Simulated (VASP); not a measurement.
Set up this calculation in VASP 6.6.1, as the native input.

```yaml
Task: single point
Functional: PBE
Potentials_or_basis: VASP PAW PBE potentials, release 64 (Mo_sv, S)
Cutoff: 520 eV
k_mesh: 8 × 8 × 2
Occupations: fermi-dirac, width 0.1 eV
Spin: no spin polarisation
Dipole_correction: no
Further_INCAR_settings: ALGO = Normal; EDIFF = 1e-06; NBANDS = 35
```

The structure of MoS2 lies in POSCAR:

```
MoS2
1.0
    3.2712956859      0.0000000000      0.0000000000
   -1.6356478429      2.8330205173      0.0000000000
    0.0000000000      0.0000000000     12.7218201429
Mo S
2 4
Direct
    0.3333333333      0.6666666667      0.2500000000
    0.6666666667      0.3333333333      0.7500000000
    0.3333333333      0.6666666667      0.6230000000
    0.6666666667      0.3333333333      0.1230000000
    0.3333333333      0.6666666667      0.8770000000
    0.6666666667      0.3333333333      0.3770000000
```

These files were run (other wordings do the same):

INCAR

```
  PREC = Accurate
  ENCUT = 520
  EDIFF = 1E-6
  ISMEAR = -1
  SIGMA = 0.1
  LREAL = False
  LASPH = True
  NELM = 80
  ALGO = Normal
  ISIF = 2
  LWAVE = False
  LCHARG = False
  GGA = PE
  NBANDS = 35
```

KPOINTS

```
Automatic mesh
0
Gamma
  8 8 2
```

Potentials or basis: VASP PAW PBE potentials, release 64 (Mo_sv, S).

Command:

```bash
$ cat potpaw_PBE.64/Mo_sv/POTCAR potpaw_PBE.64/S/POTCAR > POTCAR
$ mpirun -np 1 vasp_std > vasp.out
```

Results of the run:

- Pressure: -9.9 GPa
- Largest force: 1.384 eV/Å
- Band gap on the k mesh: 1.03 eV, indirect (least direct gap 1.69 eV)

Caveat: this functional lacks dispersion, which binds the layers, so the pressure and a relaxed spacing across them are unreliable; forces of over 1 eV/Å act on the atoms, so gaps and moduli don't describe the material at rest.

Wall time 53 s on 1 thread of AMD EPYC 7R13 Processor (Zen 3), with other jobs on the host, peak memory 0.21 GiB.
